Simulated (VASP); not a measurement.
Here is a VASP 6.6.1 calculation.

The input INCAR:

```
SYSTEM = MgS
PREC = Accurate ; ENCUT = 520
EDIFF = 1E-7 ; ISMEAR = 0
SIGMA = 0.02 ; LREAL = .False.
LASPH = .True. ; NELM = 80
ALGO = Normal ; ISIF = 2
LWAVE = .False. ; LCHARG = .False.
NBANDS = 16
```

File KPOINTS:

```
Automatic mesh
0
Gamma
  6 6 4
  0 0 0
```

Contents of POSCAR:

```
MgS
1.0
    4.2054079733      0.0000000000      0.0000000000
   -2.1027039866      3.6419901382      0.0000000000
    0.0000000000      0.0000000000      6.7045731926
Mg S
2 2
Direct
    0.6666666700      0.3333333300      0.4957548500
    0.3333333300      0.6666666700      0.9957548500
    0.3333333300      0.6666666700      0.3792441500
    0.6666666700      0.3333333300      0.8792441500
```

Potentials or basis: VASP PAW LDA potentials, release 64 (Mg, S).

The run is started by

```bash
$ cat potpaw_LDA.64/Mg/POTCAR potpaw_LDA.64/S/POTCAR > POTCAR
$ mpirun -np 1 vasp_std > vasp.out
```

Question: What does it give for the pressure?

Answer: -7.4 GPa.

Question: Predict the band gap on the k mesh.

Answer: 2.58 eV.

Question: What does it give for the largest force?

Answer: 0.061 eV/Å.

Forces in eV/Å, atoms in the order of the input:
```
Mg   0.000  0.000  0.061
Mg   0.000  0.000  0.061
S    0.000  0.000 -0.061
S    0.000  0.000 -0.061
```

Caveat: the cell differs from its parent crystal (strained); the cell stands under tension.
